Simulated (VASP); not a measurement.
# BaZrO3 (Pm-3m) in VASP: notebook, part 2 of 3

VASP 6.6.1. The steps go on from the part before.

### 3 Relaxation of cell and atoms, LDA

Contents of INCAR:

```
ALGO = Normal
EDIFF = 1E-7
EDIFFG = -0.1
ENCUT = 600
IBRION = 2
ISIF = 3
ISMEAR = 0
LASPH = T
LCHARG = F
LREAL = F
LWAVE = F
NELM = 100
NSW = 60
PREC = Accurate
SIGMA = 0.01
```

Contents of KPOINTS:

```
k-points
0
Gamma
  3 3 3
```

Contents of POSCAR:

```
BaZrO3
1.0
    4.1913400000      0.0000000000      0.0000000000
    0.0000000000      4.1913400000      0.0000000000
    0.0000000000      0.0000000000      4.1913400000
Ba Zr O
1 1 3
Direct
    0.0000000000      0.0000000000      0.0000000000
    0.5000000000      0.5000000000      0.5000000000
    0.0000000000      0.5000000000      0.5000000000
    0.5000000000      0.0000000000      0.5000000000
    0.5000000000      0.5000000000      0.0000000000
```

Potentials or basis: VASP PAW LDA potentials, release 64 (Ba_sv, Zr_sv, O).

Command:

```console
$ cat potpaw_LDA.64/Ba_sv/POTCAR potpaw_LDA.64/Zr_sv/POTCAR potpaw_LDA.64/O/POTCAR > POTCAR
$ mpirun -np 1 vasp_std > vasp.out
```

OUTCAR:

```text
EDIFF = 1E-7
   EDIFFG = -0.1
   ENCUT = 600
   IBRION = 2
   ISIF = 3
   ISMEAR = 0
   LASPH = T
   LREAL = F
   NELM = 100
   NSW = 60
   PREC = Accurate

 ion  position               nearest neighbor table
   1  0.000  0.000  0.000-   3 2.96   4 2.96   5 2.96   3 2.96   4 2.96   3 2.96   5 2.96   3 2.96
                             4 2.96   5 2.96   4 2.96   5 2.96   2 3.63   2 3.63   2 3.63   2 3.63
   2  0.500  0.500  0.500-   3 2.10   4 2.10   5 2.10   5 2.10   4 2.10   3 2.10   1 3.63   1 3.63
                             1 3.63   1 3.63   1 3.63   1 3.63   1 3.63   1 3.63
   3  0.000  0.500  0.500-   2 2.10   2 2.10   1 2.96   1 2.96   1 2.96   1 2.96
   4  0.500  0.000  0.500-   2 2.10   2 2.10   1 2.96   1 2.96   1 2.96   1 2.96
   5  0.500  0.500  0.000-   2 2.10   2 2.10   1 2.96   1 2.96   1 2.96   1 2.96

  LATTYP: Found a simple cubic cell.
 ALAT       =     4.1913400000

  Lattice vectors:

 A1 = (   4.1913400000,   0.0000000000,   0.0000000000)
 A2 = (   0.0000000000,   4.1913400000,   0.0000000000)
 A3 = (   0.0000000000,   0.0000000000,   4.1913400000)

Analysis of symmetry for initial positions (statically):
=====================================================================
 Subroutine PRICEL returns:
 Original cell was already a primitive cell.

 Routine SETGRP: Setting up the symmetry group for a
 simple cubic supercell.

 Subroutine GETGRP returns: Found 48 space group operations
 (whereof 48 operations were pure point group operations)
 out of a pool of 48 trial point group operations.

The static configuration has the point symmetry O_h .

Analysis of symmetry for dynamics (positions and initial velocities):
=====================================================================
 Subroutine PRICEL returns:
 Original cell was already a primitive cell.

 Routine SETGRP: Setting up the symmetry group for a
 simple cubic supercell.

 Subroutine GETGRP returns: Found 48 space group operations
 (whereof 48 operations were pure point group operations)
 out of a pool of 48 trial point group operations.

[... 95 lines left out ...]
   PSTRESS=    0.0 pullay stress
   NELECT =      40.0000    total number of electrons
   NUPDOWN=      -1.0000    fix difference up-down
   EMIN   =  10.00;   EMAX   =-10.00  energy-range for DOS
   EFERMI =   0.00;   METHOD = LEGACY
   ISMEAR =     0;   SIGMA  =   0.01  broadening in eV -4-tet -1-fermi 0-gaus
   EFERMI_NEDOS =   21; number of points for ismear=-14 and -15
   IALGO  =     38    algorithm
   IMIX   =      4    mixing-type and parameters
     AMIX     =   0.40;   BMIX     =  1.00
     AMIX_MAG =   1.60;   BMIX_MAG =  1.00
  volume/ion in A,a.u.               =      14.73        99.38
  Fermi-wavevector in a.u.,A,eV,Ry     =   1.335802  2.524299 24.277770  1.784366
  Thomas-Fermi vector in A             =   2.464478
   LORBIT       =      0    0 simple, 1 ext, 2 COOP (PROOUT), +10 PAW based schemes
   GGA     = CA    functional components
   LHFCALC =     F    Hartree Fock is set to
   AEXX    =    0.0000 exact exchange contribution
   IVDW    =     0    specifies the selected vdW correction
   LEPSILON=     F    determine dielectric tensor
   LRPA    =     F    only Hartree local field effects (RPA)
 conjugate gradient relaxation of ions
 non-spin polarized calculation
 Gauss-broadening in eV      SIGMA  =   0.01
  energy-cutoff  :      600.00
  volume of cell :       73.63
 maximum number of plane-waves:      2517
 NGX is ok and might be reduce to    36
   NGX = 17   NGY = 17   NGZ = 17

--------------------------------------- Ionic step        1  -------------------------------------------

 number of electron      40.0000010 magnetization

 Free energy of the ion-electron system (eV)
  ---------------------------------------------------
  ext. energy  EPLUGINS =         0.00000000
  ---------------------------------------------------
  free energy    TOTEN  =       -45.65824007 eV

  energy without entropy =      -45.65824007  energy(sigma->0) =      -45.65824007

------------------------ aborting loop because EDIFF is reached ----------------------------------------

  FORCE on cell =-STRESS in cart. coord.  units (eV):
  Direction    XX          YY          ZZ          XY          YZ          ZX
  --------------------------------------------------------------------------------------
  -------------------------------------------------------------------------------------
  Total       -1.7483803     -1.7483803     -1.7483803     -0.0000000     -0.0000000      0.0000000
  in kB      -38.0441441    -38.0441441    -38.0441441     -0.0000000     -0.0000000      0.0000000
  external PRESSURE =     -38.0441441 kB  Pullay stress =       0.0000000 kB
[... 65 lines left out ...]
--------------------------------------- Ionic step        3  -------------------------------------------

 number of electron      39.9999995 magnetization

 Free energy of the ion-electron system (eV)
  ---------------------------------------------------
  ext. energy  EPLUGINS =         0.00000000
  ---------------------------------------------------
  free energy    TOTEN  =       -45.67848364 eV

  energy without entropy =      -45.67848364  energy(sigma->0) =      -45.67848364

 E-fermi :   3.6498     XC(G=0): -11.3502

 val. band max:        3.4606379853   @ k =   0.0000   0.0000   0.0000
 cond. band min:       6.7344039171   @ k =   0.0000   0.0000   0.0000
 fundamental gap:      3.2737659318
 Fermi energy:         3.6497791190

 k-point     1 :       0.0000    0.0000    0.0000
  band No.  band energies     occupation
      1     -42.9250      2.00000
      2     -21.4259      2.00000
      3     -21.2926      2.00000
      4     -21.2926      2.00000
      5     -21.2926      2.00000
      6     -12.4452      2.00000
[... 129 lines left out ...]
  FREE ENERGIE OF THE ION-ELECTRON SYSTEM (eV)
  ---------------------------------------------------
  free  energy   TOTEN  =       -45.6784836413 eV

  energy  without entropy=      -45.6784836413  energy(sigma->0) =      -45.67848364

 reached required accuracy - stopping structural energy minimisation
```

CONTCAR:

```text
BaZrO3
   1.00000000000000
     4.1596047935532106   -0.0000000000000000    0.0000000000000000
    -0.0000000000000000    4.1596047935532106   -0.0000000000000000
     0.0000000000000000   -0.0000000000000000    4.1596047935532106
  Ba              Zr              O
     1     1     3
Direct
     0.0000000000000000    0.0000000000000000    0.0000000000000000
     0.5000000000000000    0.5000000000000000    0.5000000000000000
     0.0000000000000000    0.5000000000000000    0.5000000000000000
     0.5000000000000000    0.0000000000000000    0.5000000000000000
     0.5000000000000000    0.5000000000000000    0.0000000000000000

  0.00000000E+00  0.00000000E+00  0.00000000E+00
  0.00000000E+00  0.00000000E+00  0.00000000E+00
  0.00000000E+00  0.00000000E+00  0.00000000E+00
  0.00000000E+00  0.00000000E+00  0.00000000E+00
  0.00000000E+00  0.00000000E+00  0.00000000E+00
```

Run time: 25 s. Hardware: 1 thread of Intel Xeon 6975P-C, shared host; peak memory 0.18 GiB.

What came out:

```
Free energy                            : -45.6785 eV
Relaxed volume                         : 14.39 Å³/atom
Relaxed cell                           : a = 4.160 Å, b = 4.160 Å, c = 4.160 Å, α = 90.00°, β = 90.00°, γ = 90.00°
Space group after relaxing (to 0.05 Å) : Pm-3m (No. 221)
Energy gained by relaxing              : 4.0 meV/atom
Ionic steps                            : 3
Pressure after relaxing                : 0.0 GPa
Band gap on the k mesh                 : 3.27 eV, direct
```

Step by step:
| step | energy change (eV) | largest force (eV/Å) | pressure (GPa) | volume (Å³) |
| --- | --- | --- | --- | --- |
| 1 | 0.0000 | 0.0000 | -3.80 | 73.63 |
| 2 | 0.0114 | 0.0000 | 5.21 | 69.97 |
| 3 | -0.0202 | 0.0000 | -0.03 | 71.97 |

Final structure:
```cif
data_structure
_symmetry_space_group_name_H-M 'P 1'
_symmetry_Int_Tables_number 1
_cell_length_a 4.1596
_cell_length_b 4.1596
_cell_length_c 4.1596
_cell_angle_alpha 90.000
_cell_angle_beta 90.000
_cell_angle_gamma 90.000
_cell_volume 71.97
loop_
_atom_site_label
_atom_site_type_symbol
_atom_site_fract_x
_atom_site_fract_y
_atom_site_fract_z
_atom_site_occupancy
Ba1 Ba 0.00000 0.00000 0.00000 1
Zr1 Zr 0.50000 0.50000 0.50000 1
O1 O 0.00000 0.50000 0.50000 1
O2 O 0.50000 0.00000 0.50000 1
O3 O 0.50000 0.50000 0.00000 1
```

Caveat: the k points lie up to 0.50 Å⁻¹ apart in the final cell; spin-orbit coupling is left out, which moves the levels of the heavy elements. Zero-point motion and thermal expansion aren't in these numbers.

(Part 2 of 3 ends here.)
